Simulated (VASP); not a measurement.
Here is a VASP 6.6.1 calculation.

Contents of INCAR:

```
ALGO = Normal ; EDIFF = 1E-8
ENCUT = 520 ; ISIF = 2
ISMEAR = -1 ; LASPH = T
LCHARG = F ; LEFG = T
LREAL = F ; LWAVE = F
NBANDS = 9 ; NELM = 60
PREC = Accurate ; SIGMA = 0.05
```

Contents of KPOINTS:

```
k-points
0
Gamma
  20 20 11
```

Contents of POSCAR:

```
Be
1.0
    2.2995019849      0.0000000000      0.0000000000
   -1.1497509925      1.9914271350      0.0000000000
    0.0000000000      0.0000000000      3.6009000000
Be
2
Direct
    0.3333333333      0.6666666667      0.2500000000
    0.6666666667      0.3333333333      0.7500000000
```

Potentials or basis: VASP PAW LDA potentials, release 64 (Be).

Run with:

```bash
$ cat potpaw_LDA.64/Be/POTCAR > POTCAR
$ mpirun -np 1 vasp_std > vasp.out
```

Predict the band gap on the k mesh.

zero (band 2 reaches 7.40 eV, above the bottom of band 3 at 6.02 eV).

What does it give for the pressure?

-9.6 GPa.

Stress tensor (GPa, compression positive):
```
-9.52  0.00  0.00
 0.00 -9.52  0.00
 0.00  0.00 -9.70
```

Caveat: without QUAD_EFG the Cq values of the log hold for a quadrupole moment of 1 mb, not for the nuclei.
